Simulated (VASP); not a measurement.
# MnS (P1) in VASP: notebook, part 2 of 3

VASP 6.6.1.

## (3) Single point, PBEsol+U, collinear spin, ferromagnetic start

File INCAR:

```
SYSTEM = MnS
ALGO = Normal ; EDIFF = 1E-7
ENCUT = 520 ; GGA = PS
ISIF = 2 ; ISMEAR = 1
ISPIN = 2 ; LASPH = .TRUE.
LCHARG = .FALSE. ; LDAU = .TRUE.
LDAUJ = 0.9 0 ; LDAUL = 2 -1
LDAUPRINT = 1 ; LDAUTYPE = 1
LDAUU = 2.9 0 ; LMAXMIX = 4
LORBIT = 11 ; LREAL = .FALSE.
LWAVE = .FALSE. ; MAGMOM = 5.2 0
NBANDS = 20 ; NELM = 150
PREC = Accurate ; SIGMA = 0.1
```

File KPOINTS:

```
k-points
0
G
  7 6 7
  0 0 0
```

File POSCAR:

```
MnS
1.0
    3.0095500000      0.0539100000     -0.0023200000
    0.0539100000      3.0596700000      0.0029700000
   -0.0023200000      0.0029700000      3.0339900000
Mn S
1 1
Direct
    0.4919700000      0.4549900000      0.4945000000
    0.9901880965      0.0275992832      0.0065187005
```

Potentials or basis: VASP PAW PBE potentials, release 64 (Mn_pv, S).

Started as:

```sh
cat potpaw_PBE.64/Mn_pv/POTCAR potpaw_PBE.64/S/POTCAR > POTCAR
mpirun -np 1 vasp_std > vasp.out
```

OUTCAR:

```text
SYSTEM = MnS
   EDIFF = 1E-7
   ENCUT = 520
   GGA = PS
   ISIF = 2
   ISMEAR = 1
   ISPIN = 2
   LASPH = .TRUE.
   LORBIT = 11
   LREAL = .FALSE.
   NELM = 150
   PREC = Accurate

 ion  position               nearest neighbor table
   1  0.492  0.455  0.495-   2 2.45   2 2.49   2 2.51   2 2.56   2 2.71   2 2.76   2 2.77   2 2.81

   2  0.990  0.028  0.007-   1 2.45   1 2.49   1 2.51   1 2.56   1 2.71   1 2.76   1 2.77   1 2.81

  LATTYP: Found a triclinic cell.
 ALAT       =     4.2154986622
 B/A-ratio  =     0.7140397711
 C/A-ratio  =     0.7197232365
 COS(alpha) =     0.0015177687
 COS(beta)  =     0.0024890164
 COS(gamma) =     0.6882544376

  Lattice vectors:

 A1 = (  -2.9556400000,   3.0057600000,   0.0052900000)
 A2 = (  -3.0095500000,  -0.0539100000,   0.0023200000)
 A3 = (  -0.0023200000,   0.0029700000,   3.0339900000)

Analysis of symmetry for initial positions (statically):
=====================================================================
 Subroutine PRICEL returns:
 Original cell was already a primitive cell.

 Routine SETGRP: Setting up the symmetry group for a
[... 228 lines left out ...]
 k-point     1 :       0.0000    0.0000    0.0000
  band No.  band energies     occupation
      1     -40.8601      1.00000
      2     -40.8003      1.00000
      3     -40.7693      1.00000
      4      -6.7200      1.00000
      5       4.3010      1.00000
      6       4.5641      1.00000
[... 1097 lines left out ...]
     19      25.5540      0.00000
     20      28.0279      0.00000

 [... further k-points ...]
[... 5 lines left out ...]
  --------------------------------------------------------------------------------------
  -------------------------------------------------------------------------------------
  Total        2.0884051      1.7901348      1.9516971      0.0599543      0.1183768     -0.0243617
  in kB      119.8044125    102.6936990    111.9619583      3.4393637      6.7908607     -1.3975422
  external PRESSURE =     111.4866899 kB  Pullay stress =       0.0000000 kB

 VOLUME and BASIS-vectors are now :
 -----------------------------------------------------------------------------
  energy-cutoff  :      520.00
  volume of cell :       27.93
      direct lattice vectors                 reciprocal lattice vectors
     3.009550000  0.053910000 -0.002320000     0.332380700 -0.005856650  0.000259895
     0.053910000  3.059670000  0.002970000    -0.005856650  0.326936139 -0.000324519
    -0.002320000  0.002970000  3.033990000     0.000259895 -0.000324519  0.329599493

 POSITION                                       TOTAL-FORCE (eV/Angst)
 -----------------------------------------------------------------------------------
      1.50399      1.42011      1.50052        -0.129074      0.391300      0.082108
      2.98149      0.13785      0.01756         0.129074     -0.391300     -0.082108
 -----------------------------------------------------------------------------------
    total drift:                                0.000483      0.000205      0.000904

  FREE ENERGIE OF THE ION-ELECTRON SYSTEM (eV)
  ---------------------------------------------------
  free  energy   TOTEN  =       -13.0154072910 eV

  energy  without entropy=      -13.0141558974  energy(sigma->0) =      -13.01499016

 total charge

# of ion       s       p       d       tot
------------------------------------------
    1        0.239   6.208   5.037  11.484
    2        1.360   2.345   0.000   3.705
--------------------------------------------------
tot          1.599   8.553   5.037  15.189

 magnetization (x)

# of ion       s       p       d       tot
------------------------------------------
    1        0.015   0.039   3.942   3.995
    2        0.028  -0.057   0.000  -0.029
--------------------------------------------------
tot          0.043  -0.019   3.942   3.966
```

Run time: 77 s. Hardware: 1 thread of AMD EPYC 9R45 (Zen 5), shared host; peak memory 0.21 GiB.

What came out:

| Quantity | Value |
| --- | --- |
| Free energy | -13.0154 eV |
| Pressure | 11.1 GPa |
| Largest force | 0.420 eV/Å |
| Net moment | 4.14 μB per cell |
| Site moments | Mn +4.00; S -0.03 μB |
| Valence electrons inside the program's atomic spheres | Mn 11.48; S 3.71 |

Forces on the atoms (eV/Å):
```
Mn  -0.129  0.391  0.082
S    0.129 -0.391 -0.082
```

Stress tensor (GPa, compression positive):
```
11.98  0.34 -0.14
 0.34 10.27  0.68
-0.14  0.68 11.20
```

Eigenvalues of the final occupation matrices:
| site | spin | trace | eigenvalues |
| --- | --- | --- | --- |
| site 1 d | 1 | 4.50 | 0.89 0.90 0.90 0.90 0.91 |
| site 1 d | 2 | 0.55 | 0.08 0.08 0.10 0.12 0.16 |

Caveat: the cell stands under pressure; the PAW data sets were made with another functional, which shifts forces and pressure a little; a cell with one magnetic atom can't hold antiferromagnetic order, which such compounds often take.

## (4) Single point, PBEsol+U, collinear spin, ferromagnetic start

File INCAR:

```
PREC = Accurate
ENCUT = 520
EDIFF = 1E-7
ISMEAR = 1
SIGMA = 0.1
LREAL = False
LASPH = True
NELM = 150
ALGO = Normal
ISIF = 2
LWAVE = False
LCHARG = False
ISPIN = 2
MAGMOM = 5.2 0
LORBIT = 11
LMAXMIX = 4
LDAU = True
LDAUTYPE = 1
LDAUL = 2 -1
LDAUU = 2.9 0
LDAUJ = 0.9 0
LDAUPRINT = 1
GGA = PS
NBANDS = 20
```

File KPOINTS:

```
regular mesh
0
Gamma
  7 6 7
```

POSCAR, as its differences from that of step 3:

```diff
@@ -9,2 +9,2 @@
     0.4919700000      0.4549900000      0.4945000000
-    0.9901880965      0.0275992832      0.0065187005
+    0.9984976140      0.0274528670      0.0065251979
```

Potentials or basis: VASP PAW PBE potentials, release 64 (Mn_pv, S).

Started as:

```sh
cat potpaw_PBE.64/Mn_pv/POTCAR potpaw_PBE.64/S/POTCAR > POTCAR
mpirun -np 1 vasp_std > vasp.out
```

OUTCAR:

```text
PREC = Accurate
   ENCUT = 520
   EDIFF = 1E-7
   ISMEAR = 1
   LREAL = False
   LASPH = True
   NELM = 150
   ISIF = 2
   ISPIN = 2
   LORBIT = 11
   GGA = PS

 ion  position               nearest neighbor table
   1  0.492  0.455  0.495-   2 2.47   2 2.50   2 2.51   2 2.54   2 2.70   2 2.74   2 2.79   2 2.83

   2  0.998  0.027  0.007-   1 2.47   1 2.50   1 2.51   1 2.54   1 2.70   1 2.74   1 2.79   1 2.83

  LATTYP: Found a triclinic cell.
 ALAT       =     4.2154986622
 B/A-ratio  =     0.7140397711
 C/A-ratio  =     0.7197232365
 COS(alpha) =     0.0015177687
 COS(beta)  =     0.0024890164
 COS(gamma) =     0.6882544376

  Lattice vectors:

 A1 = (  -2.9556400000,   3.0057600000,   0.0052900000)
 A2 = (  -3.0095500000,  -0.0539100000,   0.0023200000)
 A3 = (  -0.0023200000,   0.0029700000,   3.0339900000)

Analysis of symmetry for initial positions (statically):
=====================================================================
 Subroutine PRICEL returns:
 Original cell was already a primitive cell.

 Routine SETGRP: Setting up the symmetry group for a
 triclinic supercell.

 Subroutine GETGRP returns: Found  1 space group operations
 (whereof  1 operations were pure point group operations)
 out of a pool of  2 trial point group operations.

The static configuration has the point symmetry C_1 .

Analysis of symmetry for dynamics (positions and initial velocities):
=====================================================================
 Subroutine PRICEL returns:
 Original cell was already a primitive cell.

 Routine SETGRP: Setting up the symmetry group for a
 triclinic supercell.

 Subroutine GETGRP returns: Found  1 space group operations
 (whereof  1 operations were pure point group operations)
 out of a pool of  2 trial point group operations.

The dynamic configuration has the point symmetry C_1 .

Analysis of structural, dynamic, and magnetic symmetry:
=====================================================================
 Subroutine PRICEL returns:
 Original cell was already a primitive cell.

 Routine SETGRP: Setting up the symmetry group for a
 triclinic supercell.

 Subroutine GETGRP returns: Found  1 space group operations
 (whereof  1 operations were pure point group operations)
 out of a pool of  2 trial point group operations.

The overall configuration has the point symmetry C_1 .

 Subroutine INISYM returns: Found  1 space group operations
 (whereof  1 operations are pure point group operations),
 and found     1 'primitive' translations

----------------------------------------------------------------------------------------

                                     Primitive cell

[... 111 lines left out ...]
  volume/ion in A,a.u.               =      13.96        94.24
  Fermi-wavevector in a.u.,A,eV,Ry     =   1.439821  2.720867 28.206030  2.073085
  Thomas-Fermi vector in A             =   2.558634
   LORBIT       =     11    0 simple, 1 ext, 2 COOP (PROOUT), +10 PAW based schemes
 LDA+U is selected, type is set to LDAUTYPE =  1
   angular momentum for each species LDAUL =     2   -1
   U (eV)           for each species LDAUU =   2.9  0.0
   J (eV)           for each species LDAUJ =   0.9  0.0
   GGA     = PS    functional components
   LHFCALC =     F    Hartree Fock is set to
   AEXX    =    0.0000 exact exchange contribution
   IVDW    =     0    specifies the selected vdW correction
   LEPSILON=     F    determine dielectric tensor
   LRPA    =     F    only Hartree local field effects (RPA)
 spin polarized calculation
 Methfessel and Paxton  Order N= 1 SIGMA  =   0.10
  energy-cutoff  :      520.00
  volume of cell :       27.93
 maximum number of plane-waves:       764
   NGX = 11   NGY = 11   NGZ = 11

atom =   1  type =  1  l = 2

 onsite density matrix

spin component  1

  0.9043 -0.0005 -0.0004 -0.0029 -0.0001
 -0.0005  0.9035  0.0004  0.0066 -0.0006
 -0.0004  0.0004  0.9021 -0.0000  0.0015
 -0.0029  0.0066 -0.0000  0.8926  0.0001
 -0.0001 -0.0006  0.0015  0.0001  0.9017

spin component  2

  0.0840  0.0007 -0.0014  0.0035  0.0003
  0.0007  0.0854  0.0004 -0.0050  0.0000
 -0.0014  0.0004  0.1442 -0.0001 -0.0192
  0.0035 -0.0050 -0.0001  0.1009 -0.0003
  0.0003  0.0000 -0.0192 -0.0003  0.1411

 occupancies and eigenvectors

  o =  0.0820  v =  0.0000  0.0000  0.0000  0.0000  0.0000 -0.7450  0.5975 -0.0210  0.2959 -0.0015      0.0000  0.0000  0.0000  0.0000  0.0000  0.0000  0.0000  0.0000  0.0000  0.0000
  o =  0.0853  v =  0.0000  0.0000  0.0000  0.0000  0.0000  0.6457  0.7572  0.0106  0.0976 -0.0003      0.0000  0.0000  0.0000  0.0000  0.0000  0.0000  0.0000  0.0000  0.0000  0.0000
  o =  0.1029  v =  0.0000  0.0000  0.0000  0.0000  0.0000  0.1654 -0.2637  0.0166  0.9501  0.0144      0.0000  0.0000  0.0000  0.0000  0.0000  0.0000  0.0000  0.0000  0.0000  0.0000
  o =  0.1234  v =  0.0000  0.0000  0.0000  0.0000  0.0000 -0.0195  0.0096  0.6774 -0.0169  0.7351      0.0000  0.0000  0.0000  0.0000  0.0000  0.0000  0.0000  0.0000  0.0000  0.0000
  o =  0.1620  v =  0.0000  0.0000  0.0000  0.0000  0.0000  0.0163 -0.0032 -0.7350 -0.0011  0.6778      0.0000  0.0000  0.0000  0.0000  0.0000  0.0000  0.0000  0.0000  0.0000  0.0000
  o =  0.8891  v = -0.1602  0.4054 -0.0212 -0.8993  0.0273  0.0000  0.0000  0.0000  0.0000  0.0000      0.0000  0.0000  0.0000  0.0000  0.0000  0.0000  0.0000  0.0000  0.0000  0.0000
  o =  0.9004  v =  0.0184  0.0833 -0.6405  0.0725  0.7597  0.0000  0.0000  0.0000  0.0000  0.0000      0.0000  0.0000  0.0000  0.0000  0.0000  0.0000  0.0000  0.0000  0.0000  0.0000
  o =  0.9032  v = -0.4380 -0.2436 -0.6806 -0.0319 -0.5334  0.0000  0.0000  0.0000  0.0000  0.0000      0.0000  0.0000  0.0000  0.0000  0.0000  0.0000  0.0000  0.0000  0.0000  0.0000
  o =  0.9040  v =  0.7350  0.4464 -0.3484  0.0674 -0.3669  0.0000  0.0000  0.0000  0.0000  0.0000      0.0000  0.0000  0.0000  0.0000  0.0000  0.0000  0.0000  0.0000  0.0000  0.0000
  o =  0.9076  v = -0.4919  0.7550  0.0685  0.4247 -0.0537  0.0000  0.0000  0.0000  0.0000  0.0000      0.0000  0.0000  0.0000  0.0000  0.0000  0.0000  0.0000  0.0000  0.0000  0.0000

 number of electron      18.9999995 magnetization       4.1391870

 Free energy of the ion-electron system (eV)
  ---------------------------------------------------
  ext. energy  EPLUGINS =         0.00000000
  ---------------------------------------------------
  free energy    TOTEN  =       -13.01792202 eV

  energy without entropy =      -13.01659584  energy(sigma->0) =      -13.01747996

 E-fermi :   9.3997     XC(G=0): -12.0924

 val. band max:        9.3974228844   @ k =  -0.2857   0.5000   0.4286
 cond. band min:       9.3997647479   @ k =   0.2857   0.1667  -0.0000
 fundamental gap:      0.0023418635
 Fermi energy:         9.3997092927

 spin component 1

 k-point     1 :       0.0000    0.0000    0.0000
  band No.  band energies     occupation
      1     -40.8570      1.00000
      2     -40.7980      1.00000
      3     -40.7664      1.00000
      4      -6.7204      1.00000
      5       4.3036      1.00000
      6       4.5667      1.00000
[... 1097 lines left out ...]
     19      25.5546      0.00000
     20      28.0304      0.00000

 [... further k-points ...]
[... 5 lines left out ...]
  --------------------------------------------------------------------------------------
  -------------------------------------------------------------------------------------
  Total        2.0673106      1.7843872      1.9365856      0.1343574      0.1160924     -0.0086464
  in kB      118.5942915    102.3639785    111.0950610      7.7076086      6.6598107     -0.4960122
  external PRESSURE =     110.6844437 kB  Pullay stress =       0.0000000 kB

 VOLUME and BASIS-vectors are now :
 -----------------------------------------------------------------------------
  energy-cutoff  :      520.00
  volume of cell :       27.93
      direct lattice vectors                 reciprocal lattice vectors
     3.009550000  0.053910000 -0.002320000     0.332380700 -0.005856650  0.000259895
     0.053910000  3.059670000  0.002970000    -0.005856650  0.326936139 -0.000324519
    -0.002320000  0.002970000  3.033990000     0.000259895 -0.000324519  0.329599493

 POSITION                                       TOTAL-FORCE (eV/Angst)
 -----------------------------------------------------------------------------------
      1.50399      1.42011      1.50052        -0.071648      0.377552      0.082132
      3.00649      0.13785      0.01756         0.071648     -0.377552     -0.082132
 -----------------------------------------------------------------------------------
    total drift:                                0.000476      0.000239      0.000864

  FREE ENERGIE OF THE ION-ELECTRON SYSTEM (eV)
  ---------------------------------------------------
  free  energy   TOTEN  =       -13.0179220207 eV

  energy  without entropy=      -13.0165958442  energy(sigma->0) =      -13.01747996

 total charge

# of ion       s       p       d       tot
------------------------------------------
    1        0.239   6.208   5.037  11.484
    2        1.360   2.345   0.000   3.705
--------------------------------------------------
tot          1.599   8.553   5.037  15.189

 magnetization (x)

# of ion       s       p       d       tot
------------------------------------------
    1        0.015   0.039   3.940   3.994
    2        0.028  -0.058   0.000  -0.030
--------------------------------------------------
tot          0.043  -0.020   3.940   3.964
```

stdout:

```text
POSCAR found type information on POSCAR MnS
 POSCAR found :  2 types and       2 ions
 scaLAPACK will be used
 -----------------------------------------------------------------------------
|                                                                             |
|                                                                             |
|     You enforced a specific xc type in the INCAR file but a different       |
|     I HOPE YOU KNOW WHAT YOU ARE DOING!                                     |
|                                                                             |
 -----------------------------------------------------------------------------

 LDA part: xc-table for (Slater+PW92), standard interpolation
 POSCAR, INCAR and KPOINTS ok, starting setup
 FFT: planning ... GRIDC
 FFT: planning ... GRID_SOFT
 FFT: planning ... GRID
 WAVECAR not read
 entering main loop
```

It took 44 s on 1 thread of Intel Xeon 6975P-C (Granite Rapids), shared host; peak memory 0.24 GiB.

What came out:

```yaml
Free_energy: -13.0179 eV
Pressure: 11.1 GPa
Largest_force: 0.393 eV/Å
Net_moment: 4.14 μB per cell
Site_moments: Mn +3.99; S -0.03 μB
Valence_electrons_inside_the_program's_atomic_spheres: Mn 11.48; S 3.71
```

Forces in eV/Å, atoms in the order of the input:
```
Mn  -0.072  0.378  0.082
S    0.072 -0.378 -0.082
```

Eigenvalues of the final occupation matrices:
```
    site  spin  trace               eigenvalues
site 1 d     1   4.50  0.89 0.90 0.90 0.90 0.91
site 1 d     2   0.56  0.08 0.09 0.10 0.12 0.16
```

Caveat: the cell stands under pressure; the PAW data sets were made with another functional, which shifts forces and pressure a little; a cell with one magnetic atom can't hold antiferromagnetic order, which such compounds often take.

(Part 2 of 3 ends here.)
